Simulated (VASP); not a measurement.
Here is a VASP 6.6.1 calculation.

File INCAR:

```
SYSTEM = W
PREC     = Accurate       ! precision mode
ENCUT    = 520            ! plane-wave cutoff, eV
EDIFF    = 1E-7           ! SCF threshold, eV
ISMEAR   = 0              ! smearing method
SIGMA    = 0.15           ! smearing width, eV
LREAL    = .FALSE.        ! projectors in reciprocal space
LASPH    = .TRUE.         ! aspherical terms in the spheres
NELM     = 60             ! most SCF steps
ALGO     = Fast           ! electronic algorithm
ISIF     = 2              ! what is computed and relaxed
LWAVE    = .FALSE.        ! write WAVECAR
LCHARG   = .FALSE.        ! write CHGCAR
GGA      = CA             ! functional
NBANDS   = 13             ! bands
```

KPOINTS

```
regular mesh
0
G
  20 20 20
  0 0 0
```

Contents of POSCAR:

```
W
1.0
   -0.2234788632      1.9864787842      2.0609717386
    1.7629999210      0.0000000000      1.8374928754
    1.9864787842      1.9864787842     -0.2234788632
W
1
Direct
    0.0000000000      0.0000000000      0.0000000000
```

Potentials or basis: VASP PAW LDA potentials, release 64 (W_sv).

The run is started by

```console
$ cat potpaw_LDA.64/W_sv/POTCAR > POTCAR
$ mpirun -np 1 vasp_std > vasp.out
```

**Question.** Predict the pressure.

**Answer.** 1.8 GPa.

**Question.** What does it give for the band gap on the k mesh?

**Answer.** Zero (bands 7 and 8 overlap by 4.60 eV).

Stress tensor (GPa, compression positive):
```
 1.57  0.00 17.92
 0.00 -0.14  0.00
17.92  0.00  4.07
```

Caveat: the cell differs from its parent crystal (engineering shear strain xz -0.2250, normal strain along z +0.0375); spin-orbit coupling is left out, which moves the levels of the heavy elements.
